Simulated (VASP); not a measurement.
# Cu (Fm-3m) in VASP: notebook, part 2 of 2

VASP 6.6.1. The steps go on from the part before.

## Step 4: Single point, PBEsol

This run uses another cell than the first one: it holds 8 atoms, not 1.

INCAR reads:

```
SYSTEM = Cu
PREC = Accurate
ENCUT = 520
EDIFF = 1E-6
ISMEAR = 0
SIGMA = 0.15
LREAL = .FALSE.
LASPH = .TRUE.
NELM = 100
ALGO = Fast
ISIF = 2
LWAVE = .FALSE.
LCHARG = .FALSE.
GGA = PS
NBANDS = 54
```

KPOINTS reads:

```
Automatic mesh
0
G
  14 14 14
  0 0 0
```

POSCAR reads:

```
Cu
1.0
   -3.5633720176      3.5633720176      0.0000000000
   -3.5633720176      0.0000000000      3.5633720176
    0.0000000000      3.5633720176      3.5633720176
Cu
8
Direct
    0.0000000000      0.0000000000      0.0000000000
    0.5000000000      0.0000000000      0.0000000000
    0.0000000000      0.5000000000      0.0000000000
    0.0000000000      0.0000000000      0.5000000000
    0.5000000000      0.5000000000      0.0000000000
    0.5000000000      0.0000000000      0.5000000000
    0.0000000000      0.5000000000      0.5000000000
    0.5000000000      0.5000000000      0.5000000000
```

Potentials or basis: VASP PAW PBE potentials, release 64 (Cu).

Started as:

```
> cat potpaw_PBE.64/Cu/POTCAR > POTCAR
> mpirun -np 1 vasp_std > vasp.out
```

OUTCAR:

```text
SYSTEM = Cu
   PREC = Accurate
   ENCUT = 520
   EDIFF = 1E-6
   ISMEAR = 0
   LREAL = .FALSE.
   LASPH = .TRUE.
   NELM = 100
   ISIF = 2
   GGA = PS

 ion  position               nearest neighbor table
   1  0.000  0.000  0.000-   2 2.52   3 2.52   4 2.52   4 2.52   6 2.52   7 2.52   3 2.52   5 2.52
                             7 2.52   2 2.52   5 2.52   6 2.52
   2  0.500  0.000  0.000-   1 2.52   5 2.52   6 2.52   4 2.52   6 2.52   8 2.52   3 2.52   5 2.52
                             8 2.52   1 2.52   3 2.52   4 2.52
   3  0.000  0.500  0.000-   1 2.52   5 2.52   7 2.52   4 2.52   7 2.52   8 2.52   1 2.52   2 2.52
                             4 2.52   2 2.52   5 2.52   8 2.52
   4  0.000  0.000  0.500-   1 2.52   6 2.52   7 2.52   1 2.52   2 2.52   3 2.52   3 2.52   7 2.52
                             8 2.52   2 2.52   6 2.52   8 2.52
   5  0.500  0.500  0.000-   2 2.52   3 2.52   8 2.52   6 2.52   7 2.52   8 2.52   1 2.52   2 2.52
                             6 2.52   1 2.52   3 2.52   7 2.52
   6  0.500  0.000  0.500-   2 2.52   4 2.52   8 2.52   1 2.52   2 2.52   5 2.52   5 2.52   7 2.52
                             8 2.52   1 2.52   4 2.52   7 2.52
   7  0.000  0.500  0.500-   3 2.52   4 2.52   8 2.52   1 2.52   3 2.52   5 2.52   1 2.52   4 2.52
                             6 2.52   5 2.52   6 2.52   8 2.52
   8  0.500  0.500  0.500-   5 2.52   6 2.52   7 2.52   2 2.52   3 2.52   5 2.52   2 2.52   4 2.52
                             6 2.52   3 2.52   4 2.52   7 2.52
[... 6 lines left out ...]
 A1 = (  -3.5633720176,   3.5633720176,   0.0000000000)
 A2 = (  -3.5633720176,   0.0000000000,   3.5633720176)
 A3 = (   0.0000000000,   3.5633720176,   3.5633720176)

Analysis of symmetry for initial positions (statically):
=====================================================================
 Subroutine PRICEL returns following result:

  LATTYP: Found a face centered cubic cell.
 ALAT       =     3.5633720176

  Lattice vectors:

 A1 = (  -1.7816860088,   1.7816860088,   0.0000000000)
 A2 = (  -1.7816860088,   0.0000000000,   1.7816860088)
 A3 = (   0.0000000000,   1.7816860088,   1.7816860088)

   8 primitive cells build up your supercell.

 Routine SETGRP: Setting up the symmetry group for a
 face centered cubic supercell.

 Subroutine GETGRP returns: Found 48 space group operations
 (whereof 48 operations were pure point group operations)
 out of a pool of 48 trial point group operations.

The static configuration has the point symmetry O_h .

Analysis of symmetry for dynamics (positions and initial velocities):
=====================================================================
 Subroutine PRICEL returns following result:

  LATTYP: Found a face centered cubic cell.
 ALAT       =     3.5633720176

  Lattice vectors:

 A1 = (  -1.7816860088,   1.7816860088,   0.0000000000)
 A2 = (  -1.7816860088,   0.0000000000,   1.7816860088)
 A3 = (   0.0000000000,   1.7816860088,   1.7816860088)

   8 primitive cells build up your supercell.

 Routine SETGRP: Setting up the symmetry group for a
 face centered cubic supercell.

 Subroutine GETGRP returns: Found 48 space group operations
 (whereof 48 operations were pure point group operations)
 out of a pool of 48 trial point group operations.

The dynamic configuration has the point symmetry O_h .

 Subroutine INISYM returns: Found 48 space group operations
 (whereof 48 operations are pure point group operations),
 and found     8 'primitive' translations
[... 73 lines left out ...]
  0.285714  0.142857  0.000000     24.000000
 [... further k-points ...]
   k-points           NKPTS =    104   k-points in BZ     NKDIM =    104   number of bands    NBANDS=     54
   number of dos      NEDOS =    301   number of ions     NIONS =      8
   total plane-waves  NPLWV =  64000
   dimension x,y,z NGX =    40 NGY =   40 NGZ =   40
   dimension x,y,z NGXF=    80 NGYF=   80 NGZF=   80
   ions per type =               8
   NGX,Y,Z   is equivalent  to a cutoff of  13.20, 13.20, 13.20 a.u.
   NGXF,Y,Z  is equivalent  to a cutoff of  26.39, 26.39, 26.39 a.u.
 SYSTEM =  Cu
   PREC   = accura    normal or accurate (medium, high low for compatibility)
   ISTART =      0    job   : 0-new  1-cont  2-samecut
   ICHARG =      2    charge: 1-file 2-atom 10-const
   ISPIN  =      1    spin polarized calculation?
   LNONCOLLINEAR =      F non collinear calculations
   LSORBIT =      F    spin-orbit coupling
   LASPH  =      T    aspherical Exc in radial PAW
   ENCUT  =  520.0 eV  38.22 Ry    6.18 a.u.   9.37  9.37  9.37*2*pi/ulx,y,z
   NELM   =    100;   NELMIN=  2; NELMDL= -5     # of ELM steps
   EDIFF  = 0.1E-05   stopping-criterion for ELM
   LREAL  =      F    real-space projection
   EDIFFG = 0.1E-04   stopping-criterion for IOM
   NSW    =      0    number of steps for IOM
   IBRION =     -1    ionic relax: 0-MD 1-quasi-New 2-CG
   NFREE  =      0    steps in history (QN), initial steepest desc. (CG)
   ISIF   =      2    stress and relaxation
   ISYM   =      2    0-nonsym 1-usesym 2-fastsym
   POTIM  = 0.5000    time-step for ionic-motion
   TEBEG  =    0.0;   TEEND  =   0.0 temperature during run
   PSTRESS=    0.0 pullay stress
   NELECT =      88.0000    total number of electrons
   NUPDOWN=      -1.0000    fix difference up-down
   EMIN   =  10.00;   EMAX   =-10.00  energy-range for DOS
   EFERMI =   0.00;   METHOD = LEGACY
   ISMEAR =     0;   SIGMA  =   0.15  broadening in eV -4-tet -1-fermi 0-gaus
   EFERMI_NEDOS =   21; number of points for ismear=-14 and -15
   IALGO  =     68    algorithm
   IMIX   =      4    mixing-type and parameters
     AMIX     =   0.40;   BMIX     =  1.00
     AMIX_MAG =   1.60;   BMIX_MAG =  1.00
  volume/ion in A,a.u.               =      11.31        76.33
  Fermi-wavevector in a.u.,A,eV,Ry     =   1.621927  3.064997 35.792115  2.630646
  Thomas-Fermi vector in A             =   2.715623
   LORBIT       =      0    0 simple, 1 ext, 2 COOP (PROOUT), +10 PAW based schemes
   GGA     = PS    functional components
   LHFCALC =     F    Hartree Fock is set to
   AEXX    =    0.0000 exact exchange contribution
   IVDW    =     0    specifies the selected vdW correction
   LEPSILON=     F    determine dielectric tensor
   LRPA    =     F    only Hartree local field effects (RPA)
 non-spin polarized calculation
 RMM-DIIS sequential band-by-band and
 Gauss-broadening in eV      SIGMA  =   0.15
  energy-cutoff  :      520.00
  volume of cell :       90.49
 maximum number of plane-waves:      2461
 NGX is ok and might be reduce to    40

 number of electron      88.0000108 magnetization

 Free energy of the ion-electron system (eV)
  ---------------------------------------------------
  ext. energy  EPLUGINS =         0.00000000
  ---------------------------------------------------
  free energy    TOTEN  =       -34.48427483 eV

  energy without entropy =      -34.46198191  energy(sigma->0) =      -34.47312837

 E-fermi :   7.9564     XC(G=0): -13.1618

 val. band max:        7.9366017440   @ k =  -0.4286   0.0714   0.0000
 cond. band min:       7.9575021973   @ k =   0.4286   0.1429   0.0000
 fundamental gap:      0.0209004533
 Fermi energy:         7.9563712139

 k-point     1 :       0.0000    0.0000    0.0000
  band No.  band energies     occupation
      1      -1.7781      2.00000
      2       2.6036      2.00000
      3       2.6036      2.00000
      4       2.6036      2.00000
      5       2.6036      2.00000
      6       2.7981      2.00000
[... 1357 lines left out ...]
     53      16.1429      0.00000
     54      16.1429      0.00000

 [... further k-points ...]

------------------------ aborting loop because EDIFF is reached ----------------------------------------

  FORCE on cell =-STRESS in cart. coord.  units (eV):
  Direction    XX          YY          ZZ          XY          YZ          ZX
  --------------------------------------------------------------------------------------
  -------------------------------------------------------------------------------------
  Total        0.2592087      0.2592087      0.2592087      0.0000000     -0.0000000      0.0000000
  in kB        4.5893031      4.5893031      4.5893031      0.0000000     -0.0000000      0.0000000
  external PRESSURE =       4.5893031 kB  Pullay stress =       0.0000000 kB

 VOLUME and BASIS-vectors are now :
 -----------------------------------------------------------------------------
  energy-cutoff  :      520.00
  volume of cell :       90.49
      direct lattice vectors                 reciprocal lattice vectors
    -3.563372018  3.563372018  0.000000000    -0.140316531  0.140316531 -0.140316531
    -3.563372018  0.000000000  3.563372018    -0.140316531 -0.140316531  0.140316531
     0.000000000  3.563372018  3.563372018     0.140316531  0.140316531  0.140316531

 POSITION                                       TOTAL-FORCE (eV/Angst)
 -----------------------------------------------------------------------------------
      0.00000      0.00000      0.00000         0.000000     -0.000000      0.000000
     -1.78169      1.78169      0.00000        -0.000000      0.000000      0.000000
     -1.78169      0.00000      1.78169         0.000000     -0.000000     -0.000000
      0.00000      1.78169      1.78169         0.000000      0.000000     -0.000000
     -3.56337      1.78169      1.78169        -0.000000     -0.000000     -0.000000
     -1.78169      3.56337      1.78169         0.000000      0.000000      0.000000
     -1.78169      1.78169      3.56337        -0.000000     -0.000000     -0.000000
     -3.56337      3.56337      3.56337        -0.000000      0.000000      0.000000
 -----------------------------------------------------------------------------------
    total drift:                               -0.000000     -0.000000      0.000000

  FREE ENERGIE OF THE ION-ELECTRON SYSTEM (eV)
  ---------------------------------------------------
  free  energy   TOTEN  =       -34.4842748268 eV

  energy  without entropy=      -34.4619819062  energy(sigma->0) =      -34.47312837
```

Wall time 21 min (1 thread of Intel Xeon 8259CL, shared host); peak memory 0.47 GiB.

What came out:

- Free energy: -34.4843 eV
- Pressure: 0.5 GPa
- Band gap on the k mesh: zero (bands 44 and 45 overlap by 2.13 eV)

Levels at points of the mesh, in eV from the Fermi level:
| k point | band 41 | band 42 | band 43 | band 44 | band 45 | band 46 | band 47 | band 48 |
| --- | --- | --- | --- | --- | --- | --- | --- | --- |
| (0.00, 0.00, 0.00) | -1.53 | -1.18 | -1.18 | -1.18 | -1.18 | 1.41 | 1.41 | 1.41 |
| (0.50, 0.00, 0.00) | -1.64 | -1.64 | 0.95 | 0.95 | 0.95 | 0.95 | 0.95 | 0.95 |
| (0.50, 0.50, 0.00) | -1.53 | -1.53 | -0.30 | -0.30 | -0.30 | -0.30 | 6.33 | 6.33 |

Caveat: the PAW data sets were made with another functional, which shifts forces and pressure a little.

## Step 5: Summary

```csv
cell,k mesh,smearing,gap on the mesh (eV),pressure (GPa)
"a = 2.520, b = 7.559 Å, angles 33.6, 60.0, 90.0°, 1 atom, atomic positions A",14 × 5 × 56,gaussian 0.1 eV,none,0.7
"a = 2.520 Å, angles 60.0°, 1 atom, atomic positions A",28 × 28 × 28,gaussian 0.15 eV,none,0.7
"a = 5.039 Å, angles 60.0°, 8 atoms, atomic positions B",14 × 14 × 14,gaussian 0.15 eV,none,0.5
```

Alike in all rows: task single point; level PBEsol; potentials or basis VASP PAW PBE potentials, release 64 (Cu); no spin polarisation; cutoff (eV) 520.

Caveats: the PAW data sets were made with another functional, which shifts forces and pressure a little.

Total energies depend on the potentials used, so only differences within one code and one set of settings carry meaning.
